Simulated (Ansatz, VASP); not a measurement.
Two plane-wave programs on Cs

```xyz
2
Lattice="5.5663 0.0000 0.0000 -2.7832 4.8206 0.0000 0.0000 0.0000 9.2585" Properties=species:S:1:pos:R:3 pbc="T T T"
Cs    0.0000    3.2137    2.3146
Cs    2.7832    1.6069    6.9439
```

Alike in both runs: task single point; functional PBE; k mesh 3 × 3 × 2; occupations gaussian, width 0.1 eV; no spin polarisation.

|  | VASP | Ansatz |
| --- | --- | --- |
| version | VASP 6.6.1 | Ansatz 0.2.0 |
| potentials or method | VASP PAW PBE potentials, release 64 (Cs_sv), cutoff 520 eV | scalar-relativistic, plane waves, PAW |
| valence electrons in the cell | 18 | 18 |

|  | VASP | Ansatz | Ansatz less VASP |
| --- | --- | --- | --- |
| gap on the k mesh at the Fermi level (eV) | none | none | - |
| pressure (GPa) | -0.1 | -0.1 | +0.01 |
| traceless stress, the component that is largest in VASP (GPa) | -0.09 | -0.09 | 0.000 |

A gap of «none» marks a metal or a gap that the smearing closes.

The k mesh is coarse, so the values compare programs but aren't converged. Neither program's run includes spin-orbit coupling.
